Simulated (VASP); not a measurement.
# HPbNO4 (P1) in VASP: settings compared

Aim: see how the results for HPbNO4 move with the level of theory and the settings. Levels: PBE, PBEsol, r2SCAN+D4. Tasks: molecular dynamics, single point.

Everything below comes from runs of VASP 6.6.1. Logs are shortened: lines on timing, memory, paths and dates and some standing lists are left out, and cuts for length are marked.

## 1. The cell of the first run

The typed cell holds 7 atoms: a = 3.857 Å, b = 4.338 Å, c = 5.984 Å, α = 81.87°, β = 83.26°, γ = 87.68°.

## 2. Molecular dynamics, PBE

INCAR reads:

```
ALGO = Normal
ANDERSEN_PROB = 0.0
EDIFF = 1E-5
ENCUT = 520
GGA = PE
IBRION = 0
ISIF = 2
ISMEAR = -1
ISYM = 0
LASPH = T
LCHARG = F
LREAL = F
LWAVE = F
MDALGO = 1
NELM = 60
NELMIN = 4
NSW = 20
POTIM = 0.5
PREC = Accurate
RANDOM_SEED = 1500 0 0
SIGMA = 0.05
TEBEG = 300.0
TEEND = 300.0
```

KPOINTS reads:

```
k-points
0
Gamma
  3 3 2
```

POSCAR reads:

```
HPbNO4
1.0
    3.8570700000      0.0017800000     -0.0365800000
    0.1735300000      4.3343600000     -0.0164700000
    0.7580300000      0.8387300000      5.8766200000
H Pb N O
1 1 1 4
Direct
    0.6151100000      0.8955900000      0.1984400000
    0.6459700000      0.4465100000      0.9168500000
    0.7147400000      0.2381000000      0.5005800000
    0.1695800000      0.4700700000      0.7776800000
    0.6291900000      0.9704500000      0.4984500000
    0.5642400000      0.9258300000      0.0384900000
    0.7802200000      0.4225000000      0.3195100000
```

Potentials or basis: VASP PAW PBE potentials, release 64 (H, Pb_d, N, O).

Launch:

```
$ cat potpaw_PBE.64/H/POTCAR potpaw_PBE.64/Pb_d/POTCAR potpaw_PBE.64/N/POTCAR potpaw_PBE.64/O/POTCAR > POTCAR
$ mpirun -np 1 vasp_std > vasp.out
```

OUTCAR:

```text
EDIFF = 1E-5
   ENCUT = 520
   GGA = PE
   IBRION = 0
   ISIF = 2
   ISMEAR = -1
   ISYM = 0
   LASPH = T
   LREAL = F
   NELM = 60
   NELMIN = 4
   NSW = 20
   POTIM = 0.5
   PREC = Accurate
   TEBEG = 300.0

 ion  position               nearest neighbor table
   1  0.615  0.896  0.198-   6 0.99
   2  0.646  0.447  0.917-   4 2.09   4 2.10   6 2.30   6 2.30   7 2.51   3 2.75
   3  0.715  0.238  0.501-   5 1.22   7 1.26   2 2.75
   4  0.170  0.470  0.778-   2 2.09   2 2.10
   5  0.629  0.970  0.498-   3 1.22
   6  0.564  0.926  0.038-   1 0.99   2 2.30   2 2.30
   7  0.780  0.422  0.320-   3 1.26   2 2.51

IMPORTANT INFORMATION: All symmetrisations will be switched off!
NOSYMM: (Re-)initialisation of all symmetry stuff for point group C_1.

----------------------------------------------------------------------------------------

                                     Primitive cell

  volume of cell :      98.4112

  direct lattice vectors                    reciprocal lattice vectors
     3.857070000  0.001780000 -0.036580000     0.258966393 -0.010489196 -0.031907234
     0.173530000  4.334360000 -0.016470000    -0.000418053  0.230606447 -0.032858965
     0.758030000  0.838730000  5.876620000     0.001610808  0.000581013  0.169875140

  length of vectors
     3.857243867  4.337863591  5.984374664     0.261135381  0.232936085  0.169883771

  position of ions in fractional coordinates (direct lattice)
     0.615110000  0.895590000  0.198440000
     0.645970000  0.446510000  0.916850000
     0.714740000  0.238100000  0.500580000
     0.169580000  0.470070000  0.777680000
     0.629190000  0.970450000  0.498450000
     0.564240000  0.925830000  0.038490000
     0.780220000  0.422500000  0.319510000

  ion indices of the primitive-cell ions
   primitive index   ion index
                 1           1
                 2           2
                 3           3
                 4           4
                 5           5
                 6           6
                 7           7

----------------------------------------------------------------------------------------

 KPOINTS: k-points

Automatic generation of k-mesh.
 Grid dimensions read from file:
 generate k-points for:    3    3    2

 Generating k-lattice:

  Cartesian coordinates                     Fractional coordinates (reciprocal lattice)
     0.086322131 -0.003496399 -0.010635745     0.333333333  0.000000000  0.000000000
    -0.000139351  0.076868816 -0.010952988     0.000000000  0.333333333  0.000000000
     0.000805404  0.000290507  0.084937570    -0.000000000 -0.000000000  0.500000000

  Length of vectors
     0.087045127  0.077645362  0.084941885

  Shift w.r.t. Gamma in fractional coordinates (k-lattice)
     0.000000000  0.000000000  0.000000000

 Subroutine IBZKPT returns following result:
 ===========================================

 Found     10 irreducible k-points:

 Following reciprocal coordinates:
            Coordinates               Weight
  0.000000  0.000000  0.000000      1.000000
  0.333333  0.000000  0.000000      2.000000
 -0.000000  0.333333  0.000000      2.000000
  0.333333  0.333333  0.000000      2.000000
 -0.333333  0.333333  0.000000      2.000000
  0.000000  0.000000  0.500000      1.000000
  0.333333  0.000000  0.500000      2.000000
 -0.000000  0.333333  0.500000      2.000000
  0.333333  0.333333  0.500000      2.000000
 -0.333333  0.333333  0.500000      2.000000
   k-points           NKPTS =     10   k-points in BZ     NKDIM =     10   number of bands    NBANDS=     26
   number of dos      NEDOS =    301   number of ions     NIONS =      7
   total plane-waves  NPLWV =  46080
   dimension x,y,z NGX =    30 NGY =   32 NGZ =   48
   dimension x,y,z NGXF=    60 NGYF=   64 NGZF=   96
   ions per type =               1   1   1   4
   NGX,Y,Z   is equivalent  to a cutoff of  12.93, 12.26, 13.33 a.u.
   NGXF,Y,Z  is equivalent  to a cutoff of  25.86, 24.53, 26.67 a.u.
 SYSTEM =  unknown system
   PREC   = accura    normal or accurate (medium, high low for compatibility)
   ISTART =      0    job   : 0-new  1-cont  2-samecut
   ICHARG =      2    charge: 1-file 2-atom 10-const
   ISPIN  =      1    spin polarized calculation?
   LNONCOLLINEAR =      F non collinear calculations
   LSORBIT =      F    spin-orbit coupling
   LASPH  =      T    aspherical Exc in radial PAW
   ENCUT  =  520.0 eV  38.22 Ry    6.18 a.u.   7.17  8.07 11.13*2*pi/ulx,y,z
   NELM   =     60;   NELMIN=  4; NELMDL= -5     # of ELM steps
   EDIFF  = 0.1E-04   stopping-criterion for ELM
   LREAL  =      F    real-space projection
   EDIFFG = 0.1E-03   stopping-criterion for IOM
   NSW    =     20    number of steps for IOM
   IBRION =      0    ionic relax: 0-MD 1-quasi-New 2-CG
   NFREE  =      0    steps in history (QN), initial steepest desc. (CG)
   ISIF   =      2    stress and relaxation
   ISYM   =      0    0-nonsym 1-usesym 2-fastsym
   POTIM  = 0.5000    time-step for ionic-motion
   TEBEG  =  300.0;   TEEND  = 300.0 temperature during run
   PSTRESS=    0.0 pullay stress
   NELECT =      44.0000    total number of electrons
   NUPDOWN=      -1.0000    fix difference up-down
   EMIN   =  10.00;   EMAX   =-10.00  energy-range for DOS
   EFERMI =   0.00;   METHOD = LEGACY
   ISMEAR =    -1;   SIGMA  =   0.05  broadening in eV -4-tet -1-fermi 0-gaus
   EFERMI_NEDOS =   21; number of points for ismear=-14 and -15
   IALGO  =     38    algorithm
   IMIX   =      4    mixing-type and parameters
     AMIX     =   0.40;   BMIX     =  1.00
     AMIX_MAG =   1.60;   BMIX_MAG =  1.00
  volume/ion in A,a.u.               =      14.06        94.87
  Fermi-wavevector in a.u.,A,eV,Ry     =   1.251827  2.365609 21.321279  1.567070
  Thomas-Fermi vector in A             =   2.385756
   LORBIT       =      0    0 simple, 1 ext, 2 COOP (PROOUT), +10 PAW based schemes
   GGA     = PE    functional components
   LHFCALC =     F    Hartree Fock is set to
   AEXX    =    0.0000 exact exchange contribution
   IVDW    =     0    specifies the selected vdW correction
   LEPSILON=     F    determine dielectric tensor
   LRPA    =     F    only Hartree local field effects (RPA)
 molecular dynamics for ions
 non-spin polarized calculation
  energy-cutoff  :      520.00
  volume of cell :       98.41
 maximum number of plane-waves:      2662
 NGX is ok and might be reduce to    30
   NGX = 15   NGY = 17   NGZ = 23

--------------------------------------- Ionic step        1  -------------------------------------------

 number of electron      43.9999991 magnetization

 Free energy of the ion-electron system (eV)
  ---------------------------------------------------
  ext. energy  EPLUGINS =         0.00000000
  ---------------------------------------------------
  free energy    TOTEN  =       -38.66953577 eV

  energy without entropy =      -38.66518179  energy(sigma->0) =      -38.66735878

------------------------ aborting loop because EDIFF is reached ----------------------------------------

  FORCE on cell =-STRESS in cart. coord.  units (eV):
  Direction    XX          YY          ZZ          XY          YZ          ZX
  --------------------------------------------------------------------------------------
  -------------------------------------------------------------------------------------
  Total        0.2751030      0.7344407      0.3505229      0.2302156     -0.2667484     -0.0128477
  in kB        4.4787951     11.9570119      5.7066645      3.7480089     -4.3427793     -0.2091656
  external PRESSURE =       7.3808238 kB  Pullay stress =       0.0000000 kB
[... 130 lines left out ...]
  ENERGY OF THE ELECTRON-ION-THERMOSTAT SYSTEM (eV)
  ---------------------------------------------------
% ion-electron   TOTEN  =       -38.653757  see above
  kinetic energy EKIN   =         0.215252
  kin. lattice  EKIN_LAT=         0.000000  (temperature  277.54 K)
  nose potential ES     =         0.000000
  nose kinetic   EPS    =         0.000000
  ---------------------------------------------------
  total energy   ETOTAL =       -38.438505 eV

[... ionic steps 4 to 17 ...]

--------------------------------------- Ionic step       18  -------------------------------------------

 number of electron      44.0000000 magnetization

------------------------ aborting loop because EDIFF is reached ----------------------------------------

  FORCE on cell =-STRESS in cart. coord.  units (eV):
  Direction    XX          YY          ZZ          XY          YZ          ZX
  --------------------------------------------------------------------------------------
  -------------------------------------------------------------------------------------
  Total        0.7957167      1.7184571      0.3235383      0.7465955     -1.0257565     -1.0276105
  in kB       12.9546120     27.9772239      5.2673431     12.1548974    -16.6997593    -16.7299435
  external PRESSURE =      15.3997263 kB  Pullay stress =       0.0000000 kB
[... 79 lines left out ...]
  ENERGY OF THE ELECTRON-ION-THERMOSTAT SYSTEM (eV)
  ---------------------------------------------------
% ion-electron   TOTEN  =       -38.559555  see above
  kinetic energy EKIN   =         0.121037
  kin. lattice  EKIN_LAT=         0.000000  (temperature  156.06 K)
  nose potential ES     =         0.000000
  nose kinetic   EPS    =         0.000000
  ---------------------------------------------------
  total energy   ETOTAL =       -38.438518 eV

--------------------------------------- Ionic step       20  -------------------------------------------

 number of electron      43.9999999 magnetization

 Free energy of the ion-electron system (eV)
  ---------------------------------------------------
  ext. energy  EPLUGINS =         0.00000000
  ---------------------------------------------------
  free energy    TOTEN  =       -38.55937197 eV

  energy without entropy =      -38.55415753  energy(sigma->0) =      -38.55676475

 E-fermi :   0.8472     XC(G=0):  -8.7837

 val. band max:        0.6516309964   @ k =   0.3333   0.3333   0.0000
 cond. band min:       0.9507254845   @ k =   0.0000   0.0000   0.5000
 fundamental gap:      0.2990944881
 Fermi energy:         0.8471814933

 k-point     1 :       0.0000    0.0000    0.0000
  band No.  band energies     occupation
      1     -24.2123      2.00000
      2     -19.6440      2.00000
      3     -17.5430      2.00000
      4     -17.3327      2.00000
      5     -15.0736      2.00000
      6     -14.9733      2.00000
[... 319 lines left out ...]
  ENERGY OF THE ELECTRON-ION-THERMOSTAT SYSTEM (eV)
  ---------------------------------------------------
% ion-electron   TOTEN  =       -38.559372  see above
  kinetic energy EKIN   =         0.120808
  kin. lattice  EKIN_LAT=         0.000000  (temperature  155.77 K)
  nose potential ES     =         0.000000
  nose kinetic   EPS    =         0.000000
  ---------------------------------------------------
  total energy   ETOTAL =       -38.438564 eV
```

Run time: 6.2 min. Hardware: 1 thread of Intel Xeon 8259CL, shared host; peak memory 0.26 GiB.

Step by step:
```csv
step,potential energy change (eV),largest force (eV/Å),pressure (GPa),volume (Å³),temperature (K)
1,0.0000,0.5744,0.74,98.41,298
2,0.0059,0.9107,1.22,98.41,290
3,0.0158,1.2426,1.66,98.41,278
4,0.0276,1.5626,2.06,98.41,262
5,0.0394,1.8720,2.38,98.41,247
6,0.0497,2.1509,2.61,98.41,234
7,0.0584,2.4007,2.73,98.41,223
8,0.0662,2.6068,2.78,98.41,213
9,0.0741,2.7644,2.75,98.41,202
10,0.0829,2.8689,2.67,98.41,191
11,0.0925,2.9137,2.55,98.41,179
12,0.1019,2.8988,2.42,98.41,167
13,0.1100,2.8258,2.26,98.41,156
14,0.1157,2.7006,2.11,98.41,149
15,0.1183,2.5273,1.94,98.41,146
16,0.1179,2.3164,1.80,98.41,146
17,0.1154,2.0771,1.65,98.41,149
18,0.1122,1.8223,1.54,98.41,153
19,0.1100,1.5683,1.42,98.41,156
20,0.1102,1.3666,1.33,98.41,156
```

Caveat: the k points lie up to 0.55 Å⁻¹ apart; the standard files for N, O and F lose accuracy on very short bonds; spin-orbit coupling is left out, which moves the levels of the heavy elements.

(Continued in part 2 of 2.)
